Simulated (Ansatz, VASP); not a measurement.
## Two plane-wave programs on Eu

```xyz
1
Lattice="2.5513 0.0000 0.0000 0.0000 2.5513 0.0000 0.0000 0.0000 2.5513" Properties=species:S:1:pos:R:3 pbc="T T T"
Eu    0.0000    0.0000    0.0000
```

Change from the starting cell: volume scaled by 0.5, PAW files.

Alike in both runs: task single point; functional LDA; k mesh 11 × 11 × 11; occupations fermi-dirac, width 0.05 eV; collinear spin.

|  | VASP | Ansatz |
| --- | --- | --- |
| version | VASP 6.6.1 | Ansatz 0.2.0 |
| potentials or method | VASP PAW PBE potentials, release 64 (Eu) | PAW with Ansatz's default frozen-core files, scalar-relativistic |
| plane-wave cutoff (eV) | 520 | 420 |
| valence electrons in the cell | 17 | 17 |

```tsv
	VASP	Ansatz	Ansatz less VASP
pressure (GPa)	52.7	51.4	-1.25
net moment per atom (μB)	6.58	6.62	+0.039
size of the moment on the site where the two differ most (μB)	6.42	6.37	-0.055
```

VASP's potentials were made for PBE, not for LDA. LDA's correlation is that of Perdew and Zunger in VASP and of Perdew and Wang (1992) in Ansatz. Site moments also hang on the region over which each program counts them. Both programs put the cell under a high pressure, so it lies far from rest at this level.

Spin-orbit coupling is off throughout.
